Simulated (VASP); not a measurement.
Input of a VASP 6.6.1 run:

File INCAR:

```
  PREC = Accurate
  ENCUT = 600
  EDIFF = 1E-7
  ISMEAR = 0
  SIGMA = 0.1
  LREAL = F
  LASPH = T
  NELM = 100
  ALGO = Normal
  ISIF = 3
  LWAVE = F
  LCHARG = F
  GGA = PE
  IBRION = 2
  NSW = 100
  EDIFFG = -0.01
```

File KPOINTS:

```
regular mesh
0
Gamma
  6 6 4
```

The input POSCAR:

```
SnC4
1.0
    4.9200539067      0.0000000000      0.0000000000
   -2.4600269534      4.2608916712      0.0000000000
    0.0000000000      0.0000000000      8.4721685748
Sn C
2 8
Direct
    0.3333333333      0.6666666667      0.5395033286
    0.6666666667      0.3333333333      0.4604966714
    0.3333333333      0.6666666667      0.0001076055
    0.1666211780      0.3332423560      0.0000502256
    0.6667576440      0.8333788220      0.0000502256
    0.1666211780      0.8333788220      0.0000502256
    0.6666666667      0.3333333333      0.9998923945
    0.8333788220      0.1666211780      0.9999497744
    0.8333788220      0.6667576440      0.9999497744
    0.3332423560      0.1666211780      0.9999497744
```

Potentials or basis: VASP PAW PBE potentials, release 64 (Sn_d, C).

Launch:

```sh
$ cat potpaw_PBE.64/Sn_d/POTCAR potpaw_PBE.64/C/POTCAR > POTCAR
$ mpirun -np 1 vasp_std > vasp.out
```

Q: Predict the relaxed volume.

A: 18.32 Å³/atom.

Q: What does it give for the relaxed cell?

A: a = 4.918 Å, b = 4.918 Å, c = 8.744 Å, α = 90.00°, β = 90.00°, γ = 120.00°.

Q: Estimate the space group after relaxing (to 0.1 Å).

A: P-3m1 (No. 164).

Final structure:
```
Sn C
1.0
     4.91841    0.00000    0.00000
    -2.45920    4.25947    0.00000
     0.00000    0.00000    8.74430
Sn C
2 8
Direct
  0.33333 0.66667 0.54124
  0.66667 0.33333 0.45876
  0.33333 0.66667 0.99982
  0.16661 0.33322 0.99997
  0.66678 0.83339 0.99997
  0.16661 0.83339 0.99997
  0.66667 0.33333 0.00018
  0.83339 0.16661 0.00003
  0.83339 0.66678 0.00003
  0.33322 0.16661 0.00003
```
